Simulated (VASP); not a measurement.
# Cr (P6_3/mmc) in VASP: relaxation of shape and atoms at fixed volume with r2SCAN

Aim: the relaxation of shape and atoms at fixed volume of Cr with r2SCAN.

Everything below comes from runs of VASP 6.6.1. Logs are shortened: lines on timing, memory, paths and dates and some standing lists are left out, and cuts for length are marked.

## 1. The cell of the first run

The structure is hexagonal, space group P6_3/mmc (No. 194). Conventional cell: a = 2.480 Å, b = 2.480 Å, c = 4.517 Å, α = 90.00°, β = 90.00°, γ = 120.00°. Cr (site symmetry -6m2) has 12 Cr at 2.48 to 2.67 Å within 3.3 Å.

This isn't the form of Cr at room conditions, which is bcc.

## 2. Relaxation of shape and atoms at fixed volume, r2SCAN (12.03 Å³/atom)

Input file POSCAR:

```
Cr
1.0
    2.4802072646      0.0000000000      0.0000000000
   -1.2401036323      2.1479224978      0.0000000000
    0.0000000000      0.0000000000      4.5172686772
Cr
2
Direct
    0.3333333333      0.6666666667      0.2500000000
    0.6666666667      0.3333333333      0.7500000000
```

Input file INCAR.step1:

```
PREC     = Accurate       # precision mode
ENCUT    = 600            # plane-wave cutoff, eV
ISMEAR   = 0              # smearing method
SIGMA    = 0.1            # smearing width, eV
LREAL    = F              # projectors in reciprocal space
LASPH    = T              # aspherical terms in the spheres
NELM     = 60             # most SCF steps
GGA      = PE             # functional
ALGO     = Normal         # electronic algorithm
EDIFF    = 1E-4           # SCF threshold, eV
LWAVE    = T              # write WAVECAR
LCHARG   = F              # write CHGCAR
```

Input file INCAR.step2:

```
PREC     = Accurate       # precision mode
ENCUT    = 600            # plane-wave cutoff, eV
EDIFF    = 1E-6           # SCF threshold, eV
ISMEAR   = 0              # smearing method
SIGMA    = 0.1            # smearing width, eV
LREAL    = F              # projectors in reciprocal space
LASPH    = T              # aspherical terms in the spheres
NELM     = 60             # most SCF steps
ALGO     = Normal         # electronic algorithm
ISIF     = 4              # what is computed and relaxed
LWAVE    = F              # write WAVECAR
LCHARG   = F              # write CHGCAR
METAGGA  = R2SCAN         # meta-GGA
LMIXTAU  = T            
IBRION   = 2              # ionic algorithm
NSW      = 50             # ionic steps
EDIFFG   = -0.01          # ionic threshold
ISTART   = 1
```

Input file KPOINTS:

```
Automatic mesh
0
Gamma
  18 18 10
```

Potentials or basis: VASP PAW PBE potentials, release 64 (Cr_pv).

Launch:

```bash
cat potpaw_PBE.64/Cr_pv/POTCAR > POTCAR
cp INCAR.step1 INCAR
mpirun -np 1 vasp_std > vasp.out
cp INCAR.step2 INCAR
mpirun -np 1 vasp_std > vasp.out
```

OUTCAR:

```text
PREC = Accurate
   ENCUT = 600
   EDIFF = 1E-6
   ISMEAR = 0
   LREAL = F
   LASPH = T
   NELM = 60
   ISIF = 4
   METAGGA = R2SCAN
   IBRION = 2
   NSW = 50
   EDIFFG = -0.01
   ISTART = 1

 ion  position               nearest neighbor table
   1  0.333  0.667  0.250-   2 2.67   2 2.67   2 2.67   2 2.67   2 2.67   2 2.67
   2  0.667  0.333  0.750-   1 2.67   1 2.67   1 2.67   1 2.67   1 2.67   1 2.67

  LATTYP: Found a hexagonal cell.
 ALAT       =     2.4802072646
 C/A-ratio  =     1.8213270889

  Lattice vectors:

 A1 = (   2.4802072646,   0.0000000000,   0.0000000000)
 A2 = (  -1.2401036323,   2.1479224978,   0.0000000000)
 A3 = (   0.0000000000,   0.0000000000,   4.5172686772)

Analysis of symmetry for initial positions (statically):
=====================================================================
 Subroutine PRICEL returns:
 Original cell was already a primitive cell.

 Routine SETGRP: Setting up the symmetry group for a
 hexagonal supercell.

 Subroutine GETGRP returns: Found 24 space group operations
 (whereof 12 operations were pure point group operations)
 out of a pool of 24 trial point group operations.

The static configuration has the point symmetry D_3d.
 The point group associated with its full space group is D_6h.

Analysis of symmetry for dynamics (positions and initial velocities):
=====================================================================
 Subroutine PRICEL returns:
 Original cell was already a primitive cell.

 Routine SETGRP: Setting up the symmetry group for a
 hexagonal supercell.

 Subroutine GETGRP returns: Found 24 space group operations
 (whereof 12 operations were pure point group operations)
 out of a pool of 24 trial point group operations.

The dynamic configuration has the point symmetry D_3d.
 The point group associated with its full space group is D_6h.

 Subroutine INISYM returns: Found 24 space group operations
 (whereof 12 operations are pure point group operations),
 and found     1 'primitive' translations

----------------------------------------------------------------------------------------

                                     Primitive cell

  volume of cell :      24.0648

  direct lattice vectors                    reciprocal lattice vectors
     2.480207265  0.000000000  0.000000000     0.403192110  0.232783073  0.000000000
    -1.240103632  2.147922498  0.000000000     0.000000000  0.465566146  0.000000000
     0.000000000  0.000000000  4.517268677     0.000000000  0.000000000  0.221372708

  length of vectors
     2.480207265  2.480207265  4.517268677     0.465566146  0.465566146  0.221372708

  position of ions in fractional coordinates (direct lattice)
     0.333333333  0.666666667  0.250000000
     0.666666667  0.333333333  0.750000000

  ion indices of the primitive-cell ions
   primitive index   ion index
                 1           1
                 2           2

----------------------------------------------------------------------------------------

 KPOINTS: Automatic mesh

Automatic generation of k-mesh.
 Grid dimensions read from file:
 generate k-points for:   18   18   10

 Generating k-lattice:

  Cartesian coordinates                     Fractional coordinates (reciprocal lattice)
     0.022399562  0.012932393  0.000000000     0.055555556 -0.000000000  0.000000000
     0.000000000  0.025864786  0.000000000     0.000000000  0.055555556  0.000000000
     0.000000000  0.000000000  0.022137271     0.000000000  0.000000000  0.100000000

  Length of vectors
     0.025864786  0.025864786  0.022137271

  Shift w.r.t. Gamma in fractional coordinates (k-lattice)
     0.000000000  0.000000000  0.000000000

 Subroutine IBZKPT returns following result:
 ===========================================

 Found    222 irreducible k-points:

 Following reciprocal coordinates:
            Coordinates               Weight
  0.000000  0.000000  0.000000      1.000000
  0.055556  0.000000  0.000000      6.000000
  0.111111  0.000000  0.000000      6.000000
  0.166667 -0.000000  0.000000      6.000000
  0.222222 -0.000000  0.000000      6.000000
  0.277778  0.000000  0.000000      6.000000
[... 16 lines left out ...]
  0.333333  0.111111  0.000000     12.000000
  0.388889  0.111111  0.000000     12.000000
 [... further k-points ...]
   k-points           NKPTS =    222   k-points in BZ     NKDIM =    222   number of bands    NBANDS=     16
   number of dos      NEDOS =    301   number of ions     NIONS =      2
   total plane-waves  NPLWV =  14400
   dimension x,y,z NGX =    20 NGY =   20 NGZ =   36
   dimension x,y,z NGXF=    40 NGYF=   40 NGZF=   72
   ions per type =               2
   NGX,Y,Z   is equivalent  to a cutoff of  13.41, 13.41, 13.25 a.u.
   NGXF,Y,Z  is equivalent  to a cutoff of  26.81, 26.81, 26.50 a.u.
 SYSTEM =  unknown system
   PREC   = accura    normal or accurate (medium, high low for compatibility)
   ISTART =      1    job   : 0-new  1-cont  2-samecut
   ICHARG =      0    charge: 1-file 2-atom 10-const
   ISPIN  =      1    spin polarized calculation?
   LNONCOLLINEAR =      F non collinear calculations
   LSORBIT =      F    spin-orbit coupling
   LASPH  =      T    aspherical Exc in radial PAW
   ENCUT  =  600.0 eV  44.10 Ry    6.64 a.u.   4.95  4.95  9.02*2*pi/ulx,y,z
   NELM   =     60;   NELMIN=  2; NELMDL=  0     # of ELM steps
   EDIFF  = 0.1E-05   stopping-criterion for ELM
   LREAL  =      F    real-space projection
   EDIFFG = -.1E-01   stopping-criterion for IOM
   NSW    =     50    number of steps for IOM
   IBRION =      2    ionic relax: 0-MD 1-quasi-New 2-CG
   NFREE  =      1    steps in history (QN), initial steepest desc. (CG)
   ISIF   =      4    stress and relaxation
   ISYM   =      2    0-nonsym 1-usesym 2-fastsym
   POTIM  = 0.5000    time-step for ionic-motion
   TEBEG  =    0.0;   TEEND  =   0.0 temperature during run
   PSTRESS=    0.0 pullay stress
   NELECT =      24.0000    total number of electrons
   NUPDOWN=      -1.0000    fix difference up-down
   EMIN   =  10.00;   EMAX   =-10.00  energy-range for DOS
   EFERMI =   0.00;   METHOD = LEGACY
   ISMEAR =     0;   SIGMA  =   0.10  broadening in eV -4-tet -1-fermi 0-gaus
   EFERMI_NEDOS =   21; number of points for ismear=-14 and -15
   IALGO  =     38    algorithm
   IMIX   =      4    mixing-type and parameters
     AMIX     =   0.40;   BMIX     =  1.00
     AMIX_MAG =   1.60;   BMIX_MAG =  1.00
  volume/ion in A,a.u.               =      12.03        81.20
  Fermi-wavevector in a.u.,A,eV,Ry     =   1.635628  3.090888 36.399359  2.675277
  Thomas-Fermi vector in A             =   2.727069
   LORBIT       =      0    0 simple, 1 ext, 2 COOP (PROOUT), +10 PAW based schemes
   METAGGA = R2SCAN    functional components
   LHFCALC =     F    Hartree Fock is set to
   AEXX    =    0.0000 exact exchange contribution
   IVDW    =     0    specifies the selected vdW correction
   LEPSILON=     F    determine dielectric tensor
   LRPA    =     F    only Hartree local field effects (RPA)
 conjugate gradient relaxation of ions
 non-spin polarized calculation
 Gauss-broadening in eV      SIGMA  =   0.10
  energy-cutoff  :      600.00
  volume of cell :       24.06
 maximum number of plane-waves:       825
 NGX is ok and might be reduce to    20
   NGX =  9   NGY =  9   NGZ = 19

--------------------------------------- Ionic step        1  -------------------------------------------

 number of electron      24.0000008 magnetization

 Free energy of the ion-electron system (eV)
  ---------------------------------------------------
  ext. energy  EPLUGINS =         0.00000000
  ---------------------------------------------------
  free energy    TOTEN  =       -28.67681513 eV

  energy without entropy =      -28.66388434  energy(sigma->0) =      -28.67034974

------------------------ aborting loop because EDIFF is reached ----------------------------------------

  FORCE on cell =-STRESS in cart. coord.  units (eV):
  Direction    XX          YY          ZZ          XY          YZ          ZX
  --------------------------------------------------------------------------------------
  -------------------------------------------------------------------------------------
  Total       -1.0366247     -1.0366247     -0.8844287      0.0000000      0.0000000      0.0000000
  in kB      -69.0159774    -69.0159774    -58.8831329      0.0000000      0.0000000      0.0000000
  external PRESSURE =     -65.6383626 kB  Pullay stress =       0.0000000 kB
[... 57 lines left out ...]
  energy  without entropy=      -28.6643341247  energy(sigma->0) =      -28.67064271

--------------------------------------- Ionic step        3  -------------------------------------------

 number of electron      24.0000006 magnetization

 Free energy of the ion-electron system (eV)
  ---------------------------------------------------
  ext. energy  EPLUGINS =         0.00000000
  ---------------------------------------------------
  free energy    TOTEN  =       -28.67696634 eV

  energy without entropy =      -28.66427929  energy(sigma->0) =      -28.67062282

 E-fermi :  10.2533     XC(G=0): -14.6817

 val. band max:       10.2525412958   @ k =   0.3333   0.3333   0.2000
 cond. band min:      10.2551353105   @ k =   0.3333   0.1111   0.3000
 fundamental gap:      0.0025940147
 Fermi energy:        10.2532523258

 k-point     1 :       0.0000    0.0000    0.0000
  band No.  band energies     occupation
      1     -34.6958      2.00000
      2     -34.0617      2.00000
      3     -33.8462      2.00000
      4     -33.8462      2.00000
      5     -33.7906      2.00000
      6     -33.7906      2.00000
[... 8 lines left out ...]
     15      11.5581      0.00000
     16      11.5582      0.00000
[... 420 lines left out ...]
  band No.  band energies     occupation
      1     -34.7000      2.00000
      2     -34.6167      2.00000
      3     -34.3396      2.00000
      4     -34.1386      2.00000
      5     -34.1326      2.00000
      6     -34.0330      2.00000
[... 8 lines left out ...]
     15      12.4332      0.00000
     16      12.8695      0.00000

 [... further k-points ...]
[... 5 lines left out ...]
  --------------------------------------------------------------------------------------
  -------------------------------------------------------------------------------------
  Total       -0.9721395     -0.9721395     -0.9778763      0.0000000      0.0000000      0.0000000
  in kB      -64.7227035    -64.7227035    -65.1046454      0.0000000      0.0000000      0.0000000
  external PRESSURE =     -64.8500175 kB  Pullay stress =       0.0000000 kB
[... 17 lines left out ...]
  FREE ENERGIE OF THE ION-ELECTRON SYSTEM (eV)
  ---------------------------------------------------
  free  energy   TOTEN  =       -28.6769663412 eV

  energy  without entropy=      -28.6642792913  energy(sigma->0) =      -28.67062282

 reached required accuracy - stopping structural energy minimisation
```

Run time: 6 min. Hardware: 1 thread of Intel Xeon 6975P-C (Granite Rapids), shared host; peak memory 0.21 GiB.

What came out:

* Free energy: -28.6770 eV
* Energy gained by relaxing: 0.1 meV/atom
* Ionic steps: 3
* Pressure after relaxing: -6.5 GPa
* Band gap on the k mesh: zero (bands 12 and 13 overlap by 1.46 eV)

Step by step:
| step | energy change (eV) | largest force (eV/Å) | pressure (GPa) | volume (Å³) |
| --- | --- | --- | --- | --- |
| 1 | 0.0000 | 0.0000 | -6.56 | 24.06 |
| 2 | -0.0001 | 0.0000 | -6.46 | 24.06 |
| 3 | -0.0002 | 0.0000 | -6.49 | 24.06 |

Final structure:
```xyz
2
Lattice="2.4779 0.0000 0.0000 -1.2389 2.1459 0.0000 0.0000 0.0000 4.5258" Properties=species:S:1:pos:R:3 pbc="T T T"
Cr    0.0000    1.4306    1.1315
Cr    1.2389    0.7153    3.3944
```

Caveat: the PAW data sets were made with another functional, which shifts forces and pressure a little; the run has no spin polarisation, though such a crystal can be magnetic.
